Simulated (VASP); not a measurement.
# MgS (F-43m) in VASP: notebook

The runs below take MgS through single point, with PBE0.

Program: VASP 6.6.1. These are calculated values, not measurements. Logs are shortened: lines on timing, memory, paths and dates and some standing lists are left out, and cuts for length are marked.

## Step 1: The cell of the first run

Symmetry: F-43m, No. 216, cubic system. The conventional cell has a = 5.153 Å, b = 5.153 Å, c = 5.153 Å, α = 90.00°, β = 90.00°, γ = 90.00°. S (site symmetry -43m) has 4 Mg at 2.23 Å within 3.0 Å. Mg (site symmetry -43m) has 4 S at 2.23 Å within 3.0 Å.

## Step 2: Single point, PBE0

Contents of POSCAR:

```
MgS
1.0
    0.0000000000      2.5763464124      2.5763464124
    2.5763464124      0.0000000000      2.5763464124
    2.5763464124      2.5763464124      0.0000000000
S Mg
1 1
Direct
    0.2500000000      0.2500000000      0.2500000000
    0.0000000000      0.0000000000      0.0000000000
```

Contents of INCAR.step1:

```
SYSTEM = MgS
ALGO = Normal ; EDIFF = 1E-5
ENCUT = 520 ; GGA = PE
ISIF = 2 ; ISMEAR = 0
LASPH = .TRUE. ; LCHARG = .FALSE.
LREAL = .FALSE. ; LWAVE = .TRUE.
NBANDS = 11 ; NELM = 100
PREC = Accurate ; SIGMA = 0.05
```

Contents of INCAR.step2:

```
SYSTEM = MgS
AEXX = 0.25 ; ALGO = Normal
EDIFF = 1E-6 ; ENCUT = 520
GGA = PE ; ISIF = 2
ISMEAR = 0 ; ISTART = 1
LASPH = .TRUE. ; LCHARG = .FALSE.
LHFCALC = .TRUE. ; LREAL = .FALSE.
LWAVE = .FALSE. ; NBANDS = 11
NELM = 100 ; PREC = Accurate
PRECFOCK = Normal ; SIGMA = 0.05
```

Contents of KPOINTS:

```
k-points
0
G
  6 6 6
  0 0 0
```

Potentials or basis: VASP PAW PBE potentials, release 64 (S, Mg).

Launch:

```bash
cat potpaw_PBE.64/S/POTCAR potpaw_PBE.64/Mg/POTCAR > POTCAR
cp INCAR.step1 INCAR
mpirun -np 1 vasp_std > vasp.out
cp INCAR.step2 INCAR
mpirun -np 1 vasp_std > vasp.out
```

OUTCAR:

```text
SYSTEM = MgS
   AEXX = 0.25
   EDIFF = 1E-6
   ENCUT = 520
   GGA = PE
   ISIF = 2
   ISMEAR = 0
   ISTART = 1
   LASPH = .TRUE.
   LHFCALC = .TRUE.
   LREAL = .FALSE.
   NELM = 100
   PREC = Accurate
   PRECFOCK = Normal

 ion  position               nearest neighbor table
   1  0.250  0.250  0.250-   2 2.23   2 2.23   2 2.23   2 2.23
   2  0.000  0.000  0.000-   1 2.23   1 2.23   1 2.23   1 2.23

  LATTYP: Found a face centered cubic cell.
 ALAT       =     5.1526928248

  Lattice vectors:

 A1 = (   0.0000000000,   2.5763464124,   2.5763464124)
 A2 = (   2.5763464124,   0.0000000000,   2.5763464124)
 A3 = (   2.5763464124,   2.5763464124,   0.0000000000)

Analysis of symmetry for initial positions (statically):
=====================================================================
 Subroutine PRICEL returns:
 Original cell was already a primitive cell.

 Routine SETGRP: Setting up the symmetry group for a
 face centered cubic supercell.

 Subroutine GETGRP returns: Found 24 space group operations
 (whereof 24 operations were pure point group operations)
 out of a pool of 48 trial point group operations.

The static configuration has the point symmetry T_d .

Analysis of symmetry for dynamics (positions and initial velocities):
=====================================================================
 Subroutine PRICEL returns:
 Original cell was already a primitive cell.

 Routine SETGRP: Setting up the symmetry group for a
 face centered cubic supercell.

 Subroutine GETGRP returns: Found 24 space group operations
 (whereof 24 operations were pure point group operations)
 out of a pool of 48 trial point group operations.

The dynamic configuration has the point symmetry T_d .

 Subroutine INISYM returns: Found 24 space group operations
 (whereof 24 operations are pure point group operations),
 and found     1 'primitive' translations

----------------------------------------------------------------------------------------

                                     Primitive cell

  volume of cell :      34.2013

  direct lattice vectors                    reciprocal lattice vectors
     0.000000000  2.576346412  2.576346412    -0.194073281  0.194073281  0.194073281
     2.576346412  0.000000000  2.576346412     0.194073281 -0.194073281  0.194073281
     2.576346412  2.576346412  0.000000000     0.194073281  0.194073281 -0.194073281

  length of vectors
     3.643504038  3.643504038  3.643504038     0.336144782  0.336144782  0.336144782

  position of ions in fractional coordinates (direct lattice)
     0.250000000  0.250000000  0.250000000
     0.000000000  0.000000000  0.000000000

  ion indices of the primitive-cell ions
   primitive index   ion index
                 1           1
                 2           2

----------------------------------------------------------------------------------------

 KPOINTS: k-points

Automatic generation of k-mesh.
 Grid dimensions read from file:
 generate k-points for:    6    6    6

 Generating k-lattice:

  Cartesian coordinates                     Fractional coordinates (reciprocal lattice)
    -0.032345547  0.032345547  0.032345547     0.166666667  0.000000000  0.000000000
     0.032345547 -0.032345547  0.032345547     0.000000000  0.166666667  0.000000000
     0.032345547  0.032345547 -0.032345547     0.000000000  0.000000000  0.166666667

  Length of vectors
     0.056024130  0.056024130  0.056024130

  Shift w.r.t. Gamma in fractional coordinates (k-lattice)
     0.000000000  0.000000000  0.000000000

 Subroutine IBZKPT returns following result:
 ===========================================

 Found     16 irreducible k-points:

 Following reciprocal coordinates:
            Coordinates               Weight
  0.000000  0.000000  0.000000      1.000000
  0.166667  0.000000  0.000000      8.000000
  0.333333  0.000000  0.000000      8.000000
  0.500000  0.000000  0.000000      4.000000
  0.166667  0.166667  0.000000      6.000000
  0.333333  0.166667  0.000000     24.000000
[... 8 lines left out ...]
 -0.333333  0.333333  0.166667     24.000000
 -0.333333  0.500000  0.166667     12.000000
   k-points           NKPTS =     16   k-points in BZ     NKDIM =    216   number of bands    NBANDS=     11
   number of dos      NEDOS =    301   number of ions     NIONS =      2
   total plane-waves  NPLWV =  21952
   dimension x,y,z NGX =    28 NGY =   28 NGZ =   28
   dimension x,y,z NGXF=    56 NGYF=   56 NGZF=   56
   ions per type =               1   1
   NGX,Y,Z   is equivalent  to a cutoff of  12.78, 12.78, 12.78 a.u.
   NGXF,Y,Z  is equivalent  to a cutoff of  25.55, 25.55, 25.55 a.u.
 SYSTEM =  MgS
   PREC   = accura    normal or accurate (medium, high low for compatibility)
   ISTART =      1    job   : 0-new  1-cont  2-samecut
   ICHARG =      0    charge: 1-file 2-atom 10-const
   ISPIN  =      1    spin polarized calculation?
   LNONCOLLINEAR =      F non collinear calculations
   LSORBIT =      F    spin-orbit coupling
   LASPH  =      T    aspherical Exc in radial PAW
   ENCUT  =  520.0 eV  38.22 Ry    6.18 a.u.   6.77  6.77  6.77*2*pi/ulx,y,z
   NELM   =    100;   NELMIN=  2; NELMDL=  0     # of ELM steps
   EDIFF  = 0.1E-05   stopping-criterion for ELM
   LREAL  =      F    real-space projection
   EDIFFG = 0.1E-04   stopping-criterion for IOM
   NSW    =      0    number of steps for IOM
   IBRION =     -1    ionic relax: 0-MD 1-quasi-New 2-CG
   NFREE  =      0    steps in history (QN), initial steepest desc. (CG)
   ISIF   =      2    stress and relaxation
   ISYM   =      3    0-nonsym 1-usesym 2-fastsym
   POTIM  = 0.5000    time-step for ionic-motion
   TEBEG  =    0.0;   TEEND  =   0.0 temperature during run
   PSTRESS=    0.0 pullay stress
   NELECT =       8.0000    total number of electrons
   NUPDOWN=      -1.0000    fix difference up-down
   EMIN   =  10.00;   EMAX   =-10.00  energy-range for DOS
   EFERMI =   0.00;   METHOD = LEGACY
   ISMEAR =     0;   SIGMA  =   0.05  broadening in eV -4-tet -1-fermi 0-gaus
   EFERMI_NEDOS =   21; number of points for ismear=-14 and -15
   IALGO  =     38    algorithm
   IMIX   =      1    mixing-type and parameters
     AMIX     =   0.40;   BMIX     =  1.00
     AMIX_MAG =   1.60;   BMIX_MAG =  1.00
  volume/ion in A,a.u.               =      17.10       115.40
  Fermi-wavevector in a.u.,A,eV,Ry     =   1.008689  1.906146 13.843292  1.017453
  Thomas-Fermi vector in A             =   2.141571
   LORBIT       =      0    0 simple, 1 ext, 2 COOP (PROOUT), +10 PAW based schemes
   GGA     = PE    functional components
   LHFCALC =     T    Hartree Fock is set to
   PRECFOCK=normal    Normal, Fast or Accurate (Low or Medium for compatibility)
   ENCUT4O =  -1.0   cutoff for four orbital integrals eV
   NKREDX  =     1    reduce k-point grid by
   NKREDY  =     1    reduce k-point grid by
   NKREDZ  =     1    reduce k-point grid by
   AEXX    =    0.2500 exact exchange contribution
   HFSCREEN=    0.0000 screening length (either q_TF or 0.3 A-1)
   HFSCREENC=   0.0000 screening length for correlation (either q_TF or 0.3 A-1)
   ENCUTFOCK=  -1.0 apply spherical cutoff to Coloumb kernel
   IVDW    =     0    specifies the selected vdW correction
   LEPSILON=     F    determine dielectric tensor
   LRPA    =     F    only Hartree local field effects (RPA)
 non-spin polarized calculation
 Gauss-broadening in eV      SIGMA  =   0.05
  energy-cutoff  :      520.00
  volume of cell :       34.20
 maximum number of plane-waves:       941
  NGX = 24; NGY = 24; NGZ = 24

 number of electron       7.9999999 magnetization

 Free energy of the ion-electron system (eV)
  ---------------------------------------------------
  ext. energy  EPLUGINS =         0.00000000
  ---------------------------------------------------
  free energy    TOTEN  =        -9.59831814 eV

  energy without entropy =       -9.59831814  energy(sigma->0) =       -9.59831814

 E-fermi :   2.2739     XC(G=0):  -7.5334

 val. band max:        1.9837691099   @ k =   0.0000   0.0000   0.0000
 cond. band min:       7.2026628048   @ k =   0.5000   0.5000   0.0000
 fundamental gap:      5.2188936949
 Fermi energy:         2.2738601135

 k-point     1 :       0.0000    0.0000    0.0000
  band No.  band energies     occupation
      1     -11.7218      2.00000
      2       1.9838      2.00000
      3       1.9838      2.00000
      4       1.9838      2.00000
      5       8.8907      0.00000
      6      12.7084      0.00000
      7      12.7084      0.00000
      8      12.7084      0.00000
      9      15.6025      0.00000
     10      15.6025      0.00000
     11      19.8110      0.00000

 k-point     2 :       0.1667    0.0000    0.0000
  band No.  band energies     occupation
      1     -11.4465      2.00000
      2       0.5296      2.00000
      3       1.8571      2.00000
      4       1.8571      2.00000
      5       9.9342      0.00000
      6      12.7003      0.00000
      7      13.0189      0.00000
      8      13.0189      0.00000
      9      14.9175      0.00000
     10      14.9175      0.00000
     11      18.3632      0.00000

 k-point     3 :       0.3333    0.0000    0.0000
  band No.  band energies     occupation
      1     -10.7954      2.00000
      2      -1.6738      2.00000
      3       1.6294      2.00000
      4       1.6294      2.00000
      5      10.1849      0.00000
      6      12.3811      0.00000
      7      12.3811      0.00000
      8      13.7318      0.00000
      9      16.4058      0.00000
     10      16.4058      0.00000
     11      18.1049      0.00000

 k-point     4 :       0.5000    0.0000    0.0000
  band No.  band energies     occupation
      1     -10.3930      2.00000
      2      -2.6694      2.00000
      3       1.5267      2.00000
      4       1.5267      2.00000
      5      10.0225      0.00000
      6      11.9513      0.00000
      7      11.9513      0.00000
      8      13.9671      0.00000
      9      18.6725      0.00000
     10      18.6725      0.00000
     11      19.7358      0.00000

 k-point     5 :       0.1667    0.1667    0.0000
  band No.  band energies     occupation
      1     -11.3549      2.00000
      2       0.6463      2.00000
      3       1.5226      2.00000
      4       1.5226      2.00000
      5      10.1400      0.00000
      6      11.7701      0.00000
      7      13.4356      0.00000
      8      13.7628      0.00000
      9      13.7628      0.00000
     10      16.1946      0.00000
     11      20.6945      0.00000
[... 99 lines left out ...]
 k-point    13 :       0.5000    0.5000    0.0000
  band No.  band energies     occupation
      1      -9.9537      2.00000
      2      -2.1143      2.00000
      3       0.4421      2.00000
      4       0.4421      2.00000
      5       7.2027      0.00000
      6       9.7641      0.00000
      7      18.7178      0.00000
      8      18.8668      0.00000
      9      18.8668      0.00000
     10      19.5493      0.00000
     11      20.0302      0.00000

 k-point    14 :       0.5000    0.3333    0.1667
  band No.  band energies     occupation
      1     -10.3352      2.00000
      2      -1.5181      2.00000
      3      -0.0042      2.00000
      4       0.9431      2.00000
      5       9.7258      0.00000
      6      11.7577      0.00000
      7      12.8297      0.00000
      8      15.3900      0.00000
      9      16.3362      0.00000
     10      20.1339      0.00000
     11      20.7474      0.00000

 k-point    15 :      -0.3333    0.3333    0.1667
  band No.  band energies     occupation
      1     -10.0553      2.00000
      2      -1.7445      2.00000
      3      -0.5166      2.00000
      4       0.6204      2.00000
      5       9.7217      0.00000
      6      11.9709      0.00000
      7      13.6920      0.00000
      8      14.7292      0.00000
      9      17.1935      0.00000
     10      19.4189      0.00000
     11      20.8315      0.00000

 k-point    16 :      -0.3333    0.5000    0.1667
  band No.  band energies     occupation
      1      -9.9354      2.00000
      2      -1.6336      2.00000
      3      -0.3901      2.00000
      4       0.0391      2.00000
      5       8.7285      0.00000
      6      11.4288      0.00000
      7      14.7654      0.00000
      8      15.3185      0.00000
      9      19.4892      0.00000
     10      19.8902      0.00000
     11      20.5682      0.00000

------------------------ aborting loop because EDIFF is reached ----------------------------------------

  FORCE on cell =-STRESS in cart. coord.  units (eV):
  Direction    XX          YY          ZZ          XY          YZ          ZX
  --------------------------------------------------------------------------------------
  -------------------------------------------------------------------------------------
  Total        6.3067190      6.3067190      6.3067190      0.0000000      0.0000000      0.0000000
  in kB      295.4413619    295.4413619    295.4413619      0.0000000      0.0000000      0.0000000
  external PRESSURE =     295.4413619 kB  Pullay stress =       0.0000000 kB

 VOLUME and BASIS-vectors are now :
 -----------------------------------------------------------------------------
  energy-cutoff  :      520.00
  volume of cell :       34.20
      direct lattice vectors                 reciprocal lattice vectors
     0.000000000  2.576346412  2.576346412    -0.194073281  0.194073281  0.194073281
     2.576346412  0.000000000  2.576346412     0.194073281 -0.194073281  0.194073281
     2.576346412  2.576346412  0.000000000     0.194073281  0.194073281 -0.194073281

 POSITION                                       TOTAL-FORCE (eV/Angst)
 -----------------------------------------------------------------------------------
      1.28817      1.28817      1.28817        -0.000000     -0.000000      0.000000
      0.00000      0.00000      0.00000         0.000000      0.000000     -0.000000
 -----------------------------------------------------------------------------------
    total drift:                                0.000000      0.000000      0.000000

  FREE ENERGIE OF THE ION-ELECTRON SYSTEM (eV)
  ---------------------------------------------------
  free  energy   TOTEN  =        -9.5983181421 eV

  energy  without entropy=       -9.5983181421  energy(sigma->0) =       -9.59831814
```

It took 6.2 min on 1 thread of Intel Xeon Platinum 8488C (Sapphire Rapids), shared host; peak memory 0.18 GiB.

What came out:

```
Free energy            : -9.5983 eV
Pressure               : 29.5 GPa
Band gap on the k mesh : 5.22 eV (least direct gap 6.76 eV)
```

Levels at points of the mesh, in eV from the valence-band top:
| k point | band 1 | band 2 | band 3 | band 4 | band 5 | band 6 | band 7 | band 8 | band 9 |
| --- | --- | --- | --- | --- | --- | --- | --- | --- | --- |
| (0.00, 0.00, 0.00) | -13.71 | 0.00 | 0.00 | 0.00 | 6.91 | 10.72 | 10.72 | 10.72 | 13.62 |
| (0.50, 0.00, 0.00) | -12.38 | -4.65 | -0.46 | -0.46 | 8.04 | 9.97 | 9.97 | 11.98 | 16.69 |
| (0.50, 0.50, 0.00) | -11.94 | -4.10 | -1.54 | -1.54 | 5.22 | 7.78 | 16.73 | 16.88 | 16.88 |

Caveat: the cell stands under pressure; the PAW data sets were made with another functional, which shifts forces and pressure a little. A k mesh can miss the band edges.

## Step 3: Single point, PBE0

This run uses another cell than the first one, of 17.46 Å³/atom.

Contents of POSCAR:

```
MgS
1.0
    0.0000000000      2.5944902947      2.5944902947
    2.5944902947      0.0000000000      2.5944902947
    2.5944902947      2.5944902947      0.0000000000
S Mg
1 1
Direct
    0.2500000000      0.2500000000      0.2500000000
    0.0000000000      0.0000000000      0.0000000000
```

Contents of INCAR.step1:

```
  ALGO = Normal
  EDIFF = 1E-5
  ENCUT = 520
  GGA = PE
  ISIF = 2
  ISMEAR = 0
  LASPH = T
  LCHARG = F
  LREAL = F
  LWAVE = T
  NBANDS = 11
  NELM = 60
  PREC = Accurate
  SIGMA = 0.05
```

Contents of INCAR.step2:

```
  AEXX = 0.25
  ALGO = Normal
  EDIFF = 1E-6
  ENCUT = 520
  GGA = PE
  ISIF = 2
  ISMEAR = 0
  ISTART = 1
  LASPH = T
  LCHARG = F
  LHFCALC = T
  LREAL = F
  LWAVE = F
  NBANDS = 11
  NELM = 60
  PREC = Accurate
  PRECFOCK = Normal
  SIGMA = 0.05
```

Contents of KPOINTS:

```
k-points
0
Gamma
  6 6 6
```

Potentials or basis: VASP PAW PBE potentials, release 64 (S, Mg).

Launch:

```bash
cat potpaw_PBE.64/S/POTCAR potpaw_PBE.64/Mg/POTCAR > POTCAR
cp INCAR.step1 INCAR
mpirun -np 1 vasp_std > vasp.out
cp INCAR.step2 INCAR
mpirun -np 1 vasp_std > vasp.out
```

Wall time 6 min (1 thread of Intel Xeon Platinum 8488C (Sapphire Rapids), shared host); peak memory 0.18 GiB.

It converged, with:

- Free energy: -9.7249 eV
- Pressure: 26.2 GPa
- Band gap on the k mesh: 5.26 eV (least direct gap 6.77 eV)

Levels at points of the mesh, in eV from the valence-band top:
```
           k point  band 1  band 2  band 3  band 4  band 5  band 6  band 7  band 8  band 9
(0.00, 0.00, 0.00)  -13.60    0.00    0.00    0.00    6.77   10.67   10.67   10.67   13.58
(0.50, 0.00, 0.00)  -12.32   -4.55   -0.45   -0.45    7.96    9.95    9.95   11.88   16.60
(0.50, 0.50, 0.00)  -11.90   -4.01   -1.51   -1.51    5.26    7.77   16.46   16.72   16.72
```

Caveat: the cell stands under pressure; the PAW data sets were made with another functional, which shifts forces and pressure a little. A k mesh can miss the band edges.

## Step 4: Single point, PBE0

This run uses another cell than the first one, of 17.83 Å³/atom.

Contents of POSCAR:

```
MgS
1.0
    0.0000000000      2.6123838967      2.6123838967
    2.6123838967      0.0000000000      2.6123838967
    2.6123838967      2.6123838967      0.0000000000
S Mg
1 1
Direct
    0.2500000000      0.2500000000      0.2500000000
    0.0000000000      0.0000000000      0.0000000000
```

Contents of INCAR.step1:

```
PREC = Accurate
ENCUT = 520
EDIFF = 1E-5
ISMEAR = 0
SIGMA = 0.05
LREAL = F
LASPH = T
NELM = 100
ALGO = Normal
ISIF = 2
LWAVE = T
LCHARG = F
NBANDS = 11
GGA = PE
```

Contents of INCAR.step2:

```
PREC = Accurate
ENCUT = 520
EDIFF = 1E-7
ISMEAR = 0
SIGMA = 0.05
LREAL = F
LASPH = T
NELM = 100
ALGO = Normal
ISIF = 2
LWAVE = F
LCHARG = F
GGA = PE
LHFCALC = T
AEXX = 0.25
PRECFOCK = Normal
NBANDS = 11
ISTART = 1
```

Contents of KPOINTS:

```
Automatic mesh
0
Gamma
  6 6 6
```

Launch:

```bash
cat potpaw_PBE.64/S/POTCAR potpaw_PBE.64/Mg/POTCAR > POTCAR
cp INCAR.step1 INCAR
mpirun -np 1 vasp_std > vasp.out
cp INCAR.step2 INCAR
mpirun -np 1 vasp_std > vasp.out
```

It took 8.6 min on 1 thread of Intel Xeon Platinum 8488C (Sapphire Rapids), shared host; peak memory 0.18 GiB.

The run converged. Its results:

```
Free energy            : -9.8369 eV
Pressure               : 23.1 GPa
Band gap on the k mesh : 5.29 eV (least direct gap 6.64 eV)
```

Levels at points of the mesh, in eV from the valence-band top:
```tsv
k point	band 1	band 2	band 3	band 4	band 5	band 6	band 7	band 8	band 9
(0.00, 0.00, 0.00)	-13.49	0.00	0.00	0.00	6.64	10.62	10.62	10.62	13.53
(0.50, 0.00, 0.00)	-12.26	-4.45	-0.44	-0.44	7.88	9.93	9.93	11.79	16.51
(0.50, 0.50, 0.00)	-11.86	-3.93	-1.48	-1.48	5.29	7.76	16.19	16.56	16.56
```

Caveat: the cell stands under pressure; the PAW data sets were made with another functional, which shifts forces and pressure a little. A k mesh can miss the band edges.

## Step 5: Summary

```tsv
cell	gap on the mesh (eV)	pressure (GPa)
a = 3.644 Å, angles 60.0°, 2 atoms	5.22	29.5
a = 3.669 Å, angles 60.0°, 2 atoms	5.26	26.2
a = 3.694 Å, angles 60.0°, 2 atoms	5.29	23.1
```

Alike in all rows: task single point; level PBE0; potentials or basis VASP PAW PBE potentials, release 64 (S, Mg); no spin polarisation; k mesh 6 × 6 × 6; cutoff (eV) 520; smearing gaussian 0.05 eV.

Caveats: the cell stands under pressure; the PAW data sets were made with another functional, which shifts forces and pressure a little.

Absolute energies hang on the potentials; compare differences alone.
